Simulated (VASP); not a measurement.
## InSe: single point with PBEsol

InSe:

```
In Se
1.0
     2.00465    1.15738    8.41755
    -2.00465    1.15738    8.41755
     0.00000   -2.31477    8.41755
In Se
2 2
Direct
  0.00069 0.00069 0.00069
  0.11065 0.11065 0.11065
  0.61679 0.61679 0.61679
  0.82786 0.82786 0.82786
```

```json
{"Program": "VASP 6.6.1", "Task": "single point", "Functional": "PBEsol", "Potentials or basis": "VASP PAW PBE potentials, release 64 (In_d, Se)", "Cutoff": "520 eV", "k mesh": "12 × 12 × 12", "Occupations": "gaussian, width 0.02 eV", "Spin": "no spin polarisation", "Dipole correction": "no", "Further INCAR settings": "ALGO = Normal; EDIFF = 1e-06; NBANDS = 27"}
```

```yaml
Pressure: 0.1 GPa
Largest_force: 0.020 eV/Å
Band_gap_on_the_k_mesh: 0.35 eV
```

Forces on the atoms (eV/Å):
```
In   0.000  0.000  0.020
In   0.000  0.000 -0.020
Se   0.000  0.000 -0.019
Se   0.000  0.000  0.019
```

Levels at points of the mesh, in eV from the valence-band top:
| k point | band 17 | band 18 | band 19 | band 20 | band 21 | band 22 |
| --- | --- | --- | --- | --- | --- | --- |
| (0.00, 0.00, 0.00) | -1.29 | -1.20 | -1.20 | 1.63 | 2.00 | 4.30 |
| (0.50, 0.00, 0.00) | -2.32 | -2.23 | -1.70 | 1.12 | 1.92 | 3.61 |
| (0.50, 0.50, 0.00) | -2.49 | -2.03 | -1.54 | 1.13 | 1.91 | 3.25 |
| (0.50, 0.50, 0.50) | -1.12 | -1.12 | 0.00 | 0.35 | 2.06 | 4.22 |

Run time: 27 min on 1 thread of Intel(R) Xeon(R) 6975P-C (Granite Rapids), on a shared host, peak memory 1 GiB.

Caveat: the PAW data sets were made with another functional, which shifts forces and pressure a little; spin-orbit coupling is left out, which moves the levels of the heavy elements. A k mesh can miss the band edges.
